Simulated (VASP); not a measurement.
A run of VASP 6.6.1 is set up as follows.

File INCAR:

```
SYSTEM = Al30Ga
  PREC = Accurate
  ENCUT = 520
  EDIFF = 1E-7
  ISMEAR = 0
  SIGMA = 0.05
  LREAL = Auto
  LASPH = .True.
  NELM = 80
  ALGO = Normal
  ISIF = 2
  LWAVE = .False.
  LCHARG = .False.
  GGA = PE
  NBANDS = 72
```

File KPOINTS:

```
Automatic mesh
0
Gamma
  3 3 3
  0 0 0
```

POSCAR

```
Al30Ga
1.0
    8.1000000000      0.0000000000      0.0000000000
    0.0000000000      8.1000000000      0.0000000000
    0.0000000000      0.0000000000      8.1000000000
Al Ga
30 1
Direct
    0.5022197531      0.0029479012     -0.0030244444
    0.7468887654      0.2476192593     -0.0030230864
    0.7510956790     -0.0012625926      0.2504092593
   -0.0000506173     -0.0025765432      0.0016219753
    0.2437325926      0.2460979012      0.0118534568
    0.5037320988      0.5060969136      0.0118423457
    0.7524090123      0.7498798765      0.0016241975
    0.2501567901     -0.0060500000      0.2504060494
    0.5018488889      0.2479886420      0.2504080247
    0.7558818519      0.4996808642      0.2504096296
    0.5022175309      0.0029490123      0.5038414815
    0.7468874074      0.2476193827      0.5038420988
    0.7496637037      0.0001725926      0.7504098765
    0.0034718519      0.4995491358     -0.0026096296
    0.2502895062      0.7463644444     -0.0026122222
   -0.0079109877      0.2477071605      0.2504082716
    0.2490180247      0.5008186420      0.2504070370
    0.5021296296      0.7577403704      0.2504090123
   -0.0000488889     -0.0025734568      0.4991944444
    0.2437343210      0.2460996296      0.4889606173
    0.5037343210      0.5060998765      0.4889722222
    0.7524100000      0.7498829630      0.4991971605
    0.2525250617      0.0013924691      0.7504080247
    0.7484345679      0.4973020988      0.7504098765
    0.0016677778      0.7481718519      0.2504106173
    0.0034716049      0.4995480247      0.5034270370
    0.2502893827      0.7463653086      0.5034276543
    0.0026298765      0.2504408642      0.7504087654
    0.4993967901      0.7472076543      0.7504081481
    0.0025146914      0.7473171605      0.7504081481
    0.4355486420      0.3142561728      0.7504056790
```

Potentials or basis: VASP PAW PBE potentials, release 64 (Al, Ga_d).

Launch:

```bash
$ cat potpaw_PBE.64/Al/POTCAR potpaw_PBE.64/Ga_d/POTCAR > POTCAR
$ mpirun -np 1 vasp_std > vasp.out
```

(1) Predict the largest force.

(2) Predict the pressure.

Results:

(1) 0.489 eV/Å.

(2) -0.8 GPa.
